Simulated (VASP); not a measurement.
# CaBeCdP2 (P4/mmm) in VASP: density of states with PBE

Aim: the density of states of CaBeCdP2 with PBE.

All numbers are computed with VASP 6.6.1; they aren't measurements. Logs are shortened: lines on timing, memory, paths and dates and some standing lists are left out, and cuts for length are marked.

### Step 1. The cell of the first run

Symmetry: P4/mmm, No. 123, tetragonal system. Conventional cell: a = 4.522 Å, b = 4.522 Å, c = 4.720 Å, α = 90.00°, β = 90.00°, γ = 90.00°. Within 4.2 Å of Ca (site symmetry 4/mmm) lie 4 Cd at 3.20 Å and 8 P at 3.27 Å and 8 Be at 3.97 Å. Be (site symmetry 4/mmm) has 4 P at 2.26 Å and 2 Cd at 2.36 Å within 3.0 Å. Within 3.1 Å of Cd (site symmetry 4/mmm) lie 2 Be at 2.36 Å. Within 3.0 Å of P (site symmetry mmm) lie 2 Be at 2.26 Å.

### Step 2. Density of states, PBE

POSCAR reads:

```
CaBeCdP2
1.0
    4.5220145036      0.0000000000      0.0000000000
    0.0000000000      4.5220145036      0.0000000000
    0.0000000000      0.0000000000      4.7198402102
Ca Be Cd P
1 1 1 2
Direct
    0.0000000000      0.0000000000      0.0000000000
    0.5000000000      0.5000000000      0.5000000000
    0.5000000000      0.5000000000      0.0000000000
    0.5000000000      0.0000000000      0.5000000000
    0.0000000000      0.5000000000      0.5000000000
```

INCAR.step1 reads:

```
SYSTEM = CaBeCdP2
ALGO = Normal
EDIFF = 1E-6
ENCUT = 520
GGA = PE
ISIF = 2
ISMEAR = 0
LASPH = .TRUE.
LCHARG = .TRUE.
LREAL = .FALSE.
LWAVE = .FALSE.
NBANDS = 25
NELM = 80
PREC = Accurate
SIGMA = 0.1
```

KPOINTS.step1 reads:

```
k-points
0
G
  8 8 8
  0 0 0
```

INCAR.step2 reads:

```
SYSTEM = CaBeCdP2
ALGO = Normal
EDIFF = 1E-6
ENCUT = 520
GGA = PE
ICHARG = 11
ISIF = 2
ISMEAR = -5
LASPH = .TRUE.
LCHARG = .FALSE.
LORBIT = 11
LREAL = .FALSE.
LWAVE = .FALSE.
NBANDS = 25
NEDOS = 1001
NELM = 80
PREC = Accurate
SIGMA = 0.1
```

KPOINTS.step2 reads:

```
k-points
0
G
  12 12 12
  0 0 0
```

Potentials or basis: VASP PAW PBE potentials, release 64 (Ca_sv, Be, Cd, P).

Launch:

```console
$ cat potpaw_PBE.64/Ca_sv/POTCAR potpaw_PBE.64/Be/POTCAR potpaw_PBE.64/Cd/POTCAR potpaw_PBE.64/P/POTCAR > POTCAR
$ cp INCAR.step1 INCAR
$ cp KPOINTS.step1 KPOINTS
$ mpirun -np 1 vasp_std > vasp.out
$ cp INCAR.step2 INCAR
$ cp KPOINTS.step2 KPOINTS
$ mpirun -np 1 vasp_std > vasp.out
```

OUTCAR:

```text
SYSTEM = CaBeCdP2
   EDIFF = 1E-6
   ENCUT = 520
   GGA = PE
   ICHARG = 11
   ISIF = 2
   ISMEAR = -5
   LASPH = .TRUE.
   LORBIT = 11
   LREAL = .FALSE.
   NELM = 80
   PREC = Accurate

 ion  position               nearest neighbor table
   1  0.000  0.000  0.000-   3 3.20   3 3.20   3 3.20   3 3.20
   2  0.500  0.500  0.500-   4 2.26   5 2.26   4 2.26   5 2.26   3 2.36   3 2.36
   3  0.500  0.500  0.000-   2 2.36   2 2.36   1 3.20   1 3.20   1 3.20   1 3.20   5 3.27   5 3.27
                             4 3.27   4 3.27   4 3.27   5 3.27   5 3.27   4 3.27
   4  0.500  0.000  0.500-   2 2.26   2 2.26   3 3.27   3 3.27   3 3.27   3 3.27
   5  0.000  0.500  0.500-   2 2.26   2 2.26   3 3.27   3 3.27   3 3.27   3 3.27

  LATTYP: Found a simple tetragonal cell.
 ALAT       =     4.5220145036
 C/A-ratio  =     1.0437472517

  Lattice vectors:

 A1 = (   4.5220145036,   0.0000000000,   0.0000000000)
 A2 = (   0.0000000000,   4.5220145036,   0.0000000000)
 A3 = (   0.0000000000,   0.0000000000,   4.7198402102)

Analysis of symmetry for initial positions (statically):
=====================================================================
 Subroutine PRICEL returns:
 Original cell was already a primitive cell.

 Routine SETGRP: Setting up the symmetry group for a
 simple tetragonal supercell.

 Subroutine GETGRP returns: Found 16 space group operations
 (whereof 16 operations were pure point group operations)
 out of a pool of 16 trial point group operations.

The static configuration has the point symmetry D_4h.

Analysis of symmetry for dynamics (positions and initial velocities):
=====================================================================
 Subroutine PRICEL returns:
 Original cell was already a primitive cell.

 Routine SETGRP: Setting up the symmetry group for a
 simple tetragonal supercell.

 Subroutine GETGRP returns: Found 16 space group operations
 (whereof 16 operations were pure point group operations)
 out of a pool of 16 trial point group operations.

The dynamic configuration has the point symmetry D_4h.

 Subroutine INISYM returns: Found 16 space group operations
 (whereof 16 operations are pure point group operations),
 and found     1 'primitive' translations

----------------------------------------------------------------------------------------

                                     Primitive cell

  volume of cell :      96.5142

  direct lattice vectors                    reciprocal lattice vectors
     4.522014504  0.000000000  0.000000000     0.221140379  0.000000000  0.000000000
     0.000000000  4.522014504  0.000000000     0.000000000  0.221140379  0.000000000
     0.000000000  0.000000000  4.719840210     0.000000000  0.000000000  0.211871579

  length of vectors
     4.522014504  4.522014504  4.719840210     0.221140379  0.221140379  0.211871579

  position of ions in fractional coordinates (direct lattice)
     0.000000000  0.000000000  0.000000000
     0.500000000  0.500000000  0.500000000
     0.500000000  0.500000000  0.000000000
     0.500000000  0.000000000  0.500000000
     0.000000000  0.500000000  0.500000000

  ion indices of the primitive-cell ions
   primitive index   ion index
                 1           1
                 2           2
                 3           3
                 4           4
                 5           5

----------------------------------------------------------------------------------------

 KPOINTS: k-points

Automatic generation of k-mesh.
 Grid dimensions read from file:
 generate k-points for:   12   12   12

 Generating k-lattice:

  Cartesian coordinates                     Fractional coordinates (reciprocal lattice)
     0.018428365  0.000000000  0.000000000     0.083333333  0.000000000  0.000000000
     0.000000000  0.018428365  0.000000000     0.000000000  0.083333333  0.000000000
     0.000000000  0.000000000  0.017655965     0.000000000  0.000000000  0.083333333

  Length of vectors
     0.018428365  0.018428365  0.017655965

  Shift w.r.t. Gamma in fractional coordinates (k-lattice)
     0.000000000  0.000000000  0.000000000

 TETIRR: Found   2592 inequivalent tetrahedra from    10368

 Subroutine IBZKPT returns following result:
 ===========================================

 Found    196 irreducible k-points:

 Following reciprocal coordinates:
            Coordinates               Weight
  0.000000  0.000000  0.000000      1.000000
  0.083333  0.000000  0.000000      4.000000
  0.166667  0.000000  0.000000      4.000000
  0.250000  0.000000  0.000000      4.000000
  0.333333  0.000000  0.000000      4.000000
  0.416667  0.000000  0.000000      4.000000
[... 16 lines left out ...]
  0.333333  0.333333  0.000000      4.000000
  0.416667  0.333333  0.000000      8.000000
 [... further k-points ...]
   k-points           NKPTS =    196   k-points in BZ     NKDIM =    196   number of bands    NBANDS=     25
   number of dos      NEDOS =   1001   number of ions     NIONS =      5
   total plane-waves  NPLWV =  46656
   dimension x,y,z NGX =    36 NGY =   36 NGZ =   36
   dimension x,y,z NGXF=    72 NGYF=   72 NGZF=   72
   ions per type =               1   1   1   2
   NGX,Y,Z   is equivalent  to a cutoff of  13.23, 13.23, 12.68 a.u.
   NGXF,Y,Z  is equivalent  to a cutoff of  26.47, 26.47, 25.36 a.u.
 SYSTEM =  CaBeCdP2
   PREC   = accura    normal or accurate (medium, high low for compatibility)
   ISTART =      0    job   : 0-new  1-cont  2-samecut
   ICHARG =     11    charge: 1-file 2-atom 10-const
   ISPIN  =      1    spin polarized calculation?
   LNONCOLLINEAR =      F non collinear calculations
   LSORBIT =      F    spin-orbit coupling
   LASPH  =      T    aspherical Exc in radial PAW
   ENCUT  =  520.0 eV  38.22 Ry    6.18 a.u.   8.41  8.41  8.78*2*pi/ulx,y,z
   NELM   =     80;   NELMIN=  2; NELMDL=  0     # of ELM steps
   EDIFF  = 0.1E-05   stopping-criterion for ELM
   LREAL  =      F    real-space projection
   EDIFFG = 0.1E-04   stopping-criterion for IOM
   NSW    =      0    number of steps for IOM
   IBRION =     -1    ionic relax: 0-MD 1-quasi-New 2-CG
   NFREE  =      0    steps in history (QN), initial steepest desc. (CG)
   ISIF   =      2    stress and relaxation
   ISYM   =      2    0-nonsym 1-usesym 2-fastsym
   POTIM  = 0.5000    time-step for ionic-motion
   TEBEG  =    0.0;   TEEND  =   0.0 temperature during run
   PSTRESS=    0.0 pullay stress
   NELECT =      34.0000    total number of electrons
   NUPDOWN=      -1.0000    fix difference up-down
   EMIN   =  10.00;   EMAX   =-10.00  energy-range for DOS
   EFERMI =   0.00;   METHOD = LEGACY
   ISMEAR =    -5;   SIGMA  =   0.10  broadening in eV -4-tet -1-fermi 0-gaus
   EFERMI_NEDOS =   21; number of points for ismear=-14 and -15
   IALGO  =     38    algorithm
   IMIX   =      4    mixing-type and parameters
     AMIX     =   0.40;   BMIX     =  1.00
     AMIX_MAG =   1.60;   BMIX_MAG =  1.00
  volume/ion in A,a.u.               =      19.30       130.26
  Fermi-wavevector in a.u.,A,eV,Ry     =   1.156212  2.184924 18.188619  1.336826
  Thomas-Fermi vector in A             =   2.292834
   LORBIT       =     11    0 simple, 1 ext, 2 COOP (PROOUT), +10 PAW based schemes
   GGA     = PE    functional components
   LHFCALC =     F    Hartree Fock is set to
   AEXX    =    0.0000 exact exchange contribution
   IVDW    =     0    specifies the selected vdW correction
   LEPSILON=     F    determine dielectric tensor
   LRPA    =     F    only Hartree local field effects (RPA)
 non-spin polarized calculation
 Fermi weights with tetrahedron method with Bloechl corrections
  energy-cutoff  :      520.00
  volume of cell :       96.51
 maximum number of plane-waves:      2622
 NGX is ok and might be reduce to    36

 number of electron      34.0000001 magnetization

 Free energy of the ion-electron system (eV)
  ---------------------------------------------------
  ext. energy  EPLUGINS =         0.00000000
  ---------------------------------------------------
  free energy    TOTEN  =       -17.18996532 eV

  energy without entropy =      -17.18996532  energy(sigma->0) =      -17.18996532

 E-fermi :   4.8039     XC(G=0):  -9.9991

 val. band max:        4.8338492229   @ k =   0.5000   0.0000   0.1667
 cond. band min:       4.6967258532   @ k =   0.1667   0.0000   0.0833
 fundamental gap:     -0.1371233697
 Fermi energy:         4.8039134601

 k-point     1 :       0.0000    0.0000    0.0000
  band No.  band energies     occupation
      1     -36.7095      2.00000
      2     -17.7466      2.00000
      3     -17.7466      2.00000
      4     -17.6689      2.00000
      5      -7.3015      2.00000
      6      -4.5786      2.00000
[... 17 lines left out ...]
     24       8.0911      0.00000
     25       8.1380      0.00000

 k-point     2 :       0.0833    0.0000    0.0000
  band No.  band energies     occupation
      1     -36.7095      2.00000
      2     -17.7482      2.00000
      3     -17.7466      2.00000
      4     -17.6688      2.00000
      5      -7.2623      2.00000
      6      -4.5903      2.00000
[... 17 lines left out ...]
     24       8.0425      0.00000
     25       8.1511      0.00000

 k-point     3 :       0.1667    0.0000    0.0000
  band No.  band energies     occupation
      1     -36.7093      2.00000
      2     -17.7527      2.00000
      3     -17.7468      2.00000
      4     -17.6684      2.00000
      5      -7.1457      2.00000
      6      -4.6478      2.00000
[... 17 lines left out ...]
     24       8.0487      0.00000
     25       8.2068      0.00000

 k-point     4 :       0.2500    0.0000    0.0000
  band No.  band energies     occupation
      1     -36.7092      2.00000
      2     -17.7588      2.00000
      3     -17.7470      2.00000
      4     -17.6678      2.00000
      5      -6.9549      2.00000
      6      -4.8112      2.00000
[... 17 lines left out ...]
     24       8.2367      0.00000
     25       8.4728      0.00000

 k-point     5 :       0.3333    0.0000    0.0000
  band No.  band energies     occupation
      1     -36.7090      2.00000
      2     -17.7649      2.00000
      3     -17.7472      2.00000
      4     -17.6673      2.00000
      5      -6.6969      2.00000
      6      -5.1180      2.00000
[... 17 lines left out ...]
     24       8.3709      0.00000
     25       8.9953      0.00000

 k-point     6 :       0.4167    0.0000    0.0000
  band No.  band energies     occupation
      1     -36.7088      2.00000
      2     -17.7694      2.00000
      3     -17.7473      2.00000
      4     -17.6669      2.00000
      5      -6.3900      2.00000
      6      -5.4971      2.00000
[... 17 lines left out ...]
     24       8.7867      0.00000
     25       9.4691      0.00000
[... 393 lines left out ...]
 k-point    21 :       0.4167    0.2500    0.0000
  band No.  band energies     occupation
      1     -36.7085      2.00000
      2     -17.7672      2.00000
      3     -17.7568      2.00000
      4     -17.6656      2.00000
      5      -6.1104      2.00000
      6      -5.3821      2.00000
[... 17 lines left out ...]
     24       8.7084      0.00000
     25       9.6783      0.00000

 k-point    22 :       0.5000    0.2500    0.0000
  band No.  band energies     occupation
      1     -36.7085      2.00000
      2     -17.7685      2.00000
      3     -17.7567      2.00000
      4     -17.6655      2.00000
      5      -5.8950      2.00000
      6      -5.6032      2.00000
[... 17 lines left out ...]
     24       9.3451      0.00000
     25       9.5085      0.00000

 k-point    23 :       0.3333    0.3333    0.0000
  band No.  band energies     occupation
      1     -36.7085      2.00000
      2     -17.7634      2.00000
      3     -17.7612      2.00000
      4     -17.6655      2.00000
      5      -6.1709      2.00000
      6      -5.1704      2.00000
[... 17 lines left out ...]
     24       8.7321      0.00000
     25       9.3590      0.00000

 k-point    24 :       0.4167    0.3333    0.0000
  band No.  band energies     occupation
      1     -36.7084      2.00000
      2     -17.7660      2.00000
      3     -17.7616      2.00000
      4     -17.6650      2.00000
      5      -5.9133      2.00000
      6      -5.3416      2.00000
[... 17 lines left out ...]
     24       8.7180      0.00000
     25       9.5217      0.00000

 [... further k-points ...]

------------------------ aborting loop because EDIFF is reached ----------------------------------------

  FORCE on cell =-STRESS in cart. coord.  units (eV):
  Direction    XX          YY          ZZ          XY          YZ          ZX
  --------------------------------------------------------------------------------------
  -------------------------------------------------------------------------------------
  Total        0.0594222      0.0594222     -0.0506064      0.0000000     -0.0000000      0.0000000
  in kB        0.9864339      0.9864339     -0.8400880      0.0000000     -0.0000000      0.0000000
  external PRESSURE =       0.3775933 kB  Pullay stress =       0.0000000 kB

 VOLUME and BASIS-vectors are now :
 -----------------------------------------------------------------------------
  energy-cutoff  :      520.00
  volume of cell :       96.51
      direct lattice vectors                 reciprocal lattice vectors
     4.522014504  0.000000000  0.000000000     0.221140379  0.000000000  0.000000000
     0.000000000  4.522014504  0.000000000     0.000000000  0.221140379  0.000000000
     0.000000000  0.000000000  4.719840210     0.000000000  0.000000000  0.211871579

 POSITION                                       TOTAL-FORCE (eV/Angst)
 -----------------------------------------------------------------------------------
      0.00000      0.00000      0.00000         0.000000      0.000000      0.000000
      2.26101      2.26101      2.35992         0.000000      0.000000      0.000000
      2.26101      2.26101      0.00000         0.000000      0.000000      0.000000
      2.26101      0.00000      2.35992         0.000000      0.000000      0.000000
      0.00000      2.26101      2.35992         0.000000      0.000000      0.000000
 -----------------------------------------------------------------------------------
    total drift:                                0.000000      0.000000      0.000000

  FREE ENERGIE OF THE ION-ELECTRON SYSTEM (eV)
  ---------------------------------------------------
  free  energy   TOTEN  =       -17.1899653221 eV

  energy  without entropy=      -17.1899653221  energy(sigma->0) =      -17.18996532

 total charge

# of ion       s       p       d       tot
------------------------------------------
    1        2.027   5.832   0.244   8.104
    2        0.403   0.610   0.000   1.013
    3        0.665   0.259   9.480  10.403
    4        1.099   1.343   0.000   2.442
    5        1.099   1.343   0.000   2.442
--------------------------------------------------
tot          5.293   9.387   9.724  24.404
```

It took 8.2 min on 1 thread of Oxide Virtual Turin-like, shared host; peak memory 0.56 GiB.

What came out:

```yaml
Valence_electrons_inside_the_program's_atomic_spheres: Ca 8.10; Be 1.01; Cd 10.40; P 2.44
```

Caveat: tetrahedron occupations give inexact forces and stress in metals.
